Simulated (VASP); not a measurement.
Crystal: Fe.

```xyz
1
Lattice="-1.4430 1.4430 1.4430 1.4430 -1.4430 1.4430 1.4430 1.4430 -1.4430" Properties=species:S:1:pos:R:3 pbc="T T T"
Fe    0.0000    0.0000    0.0000
```

* Program: VASP 6.6.1
* Task: relaxation of volume and atoms at fixed shape
* Functional: LDA
* Potentials or basis: VASP PAW LDA potentials, release 64 (Fe)
* Cutoff: 600 eV
* k mesh: 12 × 12 × 12
* Occupations: fermi-dirac, width 0.05 eV
* Spin: collinear spin, ferromagnetic start
* Starting moments: [3.5] μB

At the start: pressure -25.4 GPa; volume 12.02 Å³/atom.

How do energy, volume and symmetry change on relaxing?

Over 4 steps the energy falls by 158.3 meV/atom and the volume is 10.37 Å³/atom (-13.7 %); space group Im-3m (No. 229, to 0.05 Å); moment 1.95 μB per cell.

Step by step:
| step | energy change (eV) | largest force (eV/Å) | pressure (GPa) | volume (Å³) |
| --- | --- | --- | --- | --- |
| 1 | 0.0000 | 0.0000 | -25.39 | 12.02 |
| 2 | 0.0337 | 0.0000 | 49.38 | 9.00 |
| 3 | -0.1580 | 0.0000 | -1.44 | 10.42 |
| 4 | -0.1583 | 0.0000 | -0.25 | 10.37 |

Final structure:
```
Fe
1.0
    -1.37362    1.37362    1.37362
     1.37362   -1.37362    1.37362
     1.37362    1.37362   -1.37362
Fe
1
Direct
  0.00000 0.00000 0.00000
```

Caveat: the volume moved by -14 % from the deposited cell, more than functionals usually miss.
